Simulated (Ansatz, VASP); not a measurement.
Two plane-wave programs on La

```xyz
2
Lattice="3.7570 0.0000 0.0000 -1.8785 3.2536 0.0000 0.0000 0.0000 6.0813" Properties=species:S:1:pos:R:3 pbc="T T T"
La    0.0000    2.1691    1.5203
La    1.8785    1.0845    4.5609
```

Alike in both runs: task single point; functional r2SCAN; k mesh 10 × 10 × 6; no spin polarisation.

|  | VASP | Ansatz |
| --- | --- | --- |
| version | VASP 6.6.1 | Ansatz 0.2.0 |
| potentials or method | VASP PAW PBE potentials, release 64 (La), cutoff 520 eV | PAW plane waves |
| occupations | fermi-dirac, width 0.1 eV | fermi-dirac |
| valence electrons in the cell | 22 | 22 |

VASP gave:

```
pressure (GPa)                                                : 0.6
traceless stress, the component that is largest in VASP (GPa) : -0.40
```

Q: Which values does Ansatz return?

A: Pressure (GPa): 0.5; traceless stress, the component that is largest in VASP (GPa): -0.38.

VASP's potentials were made for PBE, not for r2SCAN. Ansatz's warnings: structure snapped to symmetry.

Neither program's run includes spin-orbit coupling.
